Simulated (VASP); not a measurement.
BaTiO3:

```
Ba Ti O
1.0
     4.00600    0.00000    0.00000
     0.00000    4.00600    0.00000
     0.00000    0.00000    4.00600
Ba Ti O
1 1 3
Cartesian
  2.0030 2.0030 2.0030
  0.0000 0.0000 0.0000
  2.0030 0.0000 0.0000
  0.0000 2.0030 0.0000
  0.0000 0.0000 2.0030
```

Base run:

```yaml
Program: VASP 6.6.1
Functional: r2SCAN
Potentials_or_basis: VASP PAW PBE potentials, release 64 (Ba_sv, Ti_sv, O)
Cutoff: 520 eV
k_mesh: 4 × 4 × 4, shifted
Occupations: gaussian, width 0.01 eV
Spin: no spin polarisation
```

Its results: band gap on the k mesh 2.81 eV, indirect (least direct gap 3.12 eV); pressure 0.3 GPa.

After a change of settings the same cell gave: band gap on the k mesh 2.45 eV, indirect (least direct gap 2.76 eV); pressure 6.5 GPa. Which change was it?
A. functional from r2SCAN to revPBE
B. functional from r2SCAN to PBE; further incar settings from ALGO = Normal; EDIFF = 1e-07; NBANDS = 28 to ALGO = Normal; EDIFF = 1e-06; NBANDS = 28
C. functional from r2SCAN to RPBE; further incar settings from ALGO = Normal; EDIFF = 1e-07; NBANDS = 28 to ALGO = Normal; EDIFF = 1e-06; NBANDS = 28
D. functional from r2SCAN to PBEsol; further incar settings from ALGO = Normal; EDIFF = 1e-07; NBANDS = 28 to ALGO = Normal; EDIFF = 1e-06; NBANDS = 28

A.

r2SCAN gives the wider gap, since meta-GGAs in the generalised Kohn-Sham scheme recover part of the derivative discontinuity.

Caveats: the PAW data sets were made with another functional, which shifts forces and pressure a little; spin-orbit coupling is left out, which moves the levels of the heavy elements.
